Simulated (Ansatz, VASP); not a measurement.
## H3C18N in VASP and in Ansatz

```
C N H
1.0
     7.39800    0.00000    0.00000
    -3.69900    6.40686    0.00000
     0.00000    0.00000   11.00000
C N H
18 1 3
Direct
  0.00486 0.01185 0.06506
  0.22545 0.12207 0.06484
  0.00362 0.34380 0.06516
  0.22656 0.45527 0.06504
  0.00354 0.67836 0.06510
  0.22672 0.78998 0.06516
  0.33703 0.01056 0.06492
  0.55984 0.12194 0.06480
  0.33688 0.34494 0.06455
  0.56005 0.45654 0.06417
  0.33813 0.67851 0.06514
  0.55873 0.78880 0.06501
  0.67015 0.01170 0.06503
  0.89331 0.12321 0.06509
  0.67142 0.34505 0.06447
  0.89203 0.45540 0.06496
  0.67032 0.67718 0.06466
  0.89325 0.78867 0.06499
  0.52202 0.36915 0.36564
  0.52906 0.40759 0.45545
  0.66947 0.45998 0.33195
  0.43232 0.42059 0.32426
```

Alike in both runs: functional PBE; dispersion D3(BJ); k mesh 2 × 2 × 1; occupations fermi-dirac, width 0.05 eV; no spin polarisation.

Ansatz relaxed the structure, and its values are those at the end. VASP's run is a single point on that final structure, the one shown.

|  | VASP | Ansatz |
| --- | --- | --- |
| version | VASP 6.6.1 | Ansatz 0.2.0 |
| potentials or method | VASP PAW PBE potentials, release 64 (C, N, H), cutoff 520 eV | scalar-relativistic, plane waves, PAW |
| valence electrons in the cell | 80 | 80 |

VASP gave:

```
rms of the force components (eV/Å) : 0.013
```

Task: Estimate Ansatz's values.

Result: rms of the force components (eV/Å): 0.008.

The k mesh is coarse, so the values compare programs but aren't converged.
